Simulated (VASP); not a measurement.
Sr2Pt (fluorite type):

```
Pt Sr
1.0
     0.00000    3.88129    3.88129
     3.88129    0.00000    3.88129
     3.88129    3.88129    0.00000
Pt Sr
1 2
Cartesian
  0.0000 0.0000 0.0000
  1.9406 1.9406 1.9406
  5.8219 5.8219 5.8219
```

```yaml
Program: VASP 6.6.1
Task: relaxation of cell and atoms
Functional: LDA
Potentials_or_basis: VASP PAW LDA potentials, release 64 (Pt, Sr_sv)
Cutoff: 600 eV
k_mesh: 8 × 8 × 8
Occupations: fermi-dirac, width 0.05 eV
Spin: no spin polarisation
```

At the start: pressure -6.2 GPa; volume 38.98 Å³/atom.

**Question.** Where does the relaxation end?

**Answer.** Over 3 steps the energy falls by 193.4 meV/atom and the volume is 30.82 Å³/atom (-20.9 %); space group Fm-3m (No. 225, to 0.05 Å).

Step by step:
```
step  energy change (eV)  largest force (eV/Å)  pressure (GPa)  volume (Å³)
   1              0.0000                0.0000           -6.18       116.94
   2             -0.5791                0.0000           -0.40        93.28
   3             -0.5802                0.0000           -0.01        92.45
```

Final structure:
```
Pt Sr
1.0
     0.00000    3.58887    3.58887
     3.58887    0.00000    3.58887
     3.58887    3.58887    0.00000
Pt Sr
1 2
Cartesian
  0.0000 0.0000 0.0000
  1.7944 1.7944 1.7944
  5.3833 5.3833 5.3833
```

Caveat: the volume moved by over 15 % at a fixed basis, so the end points are rough.
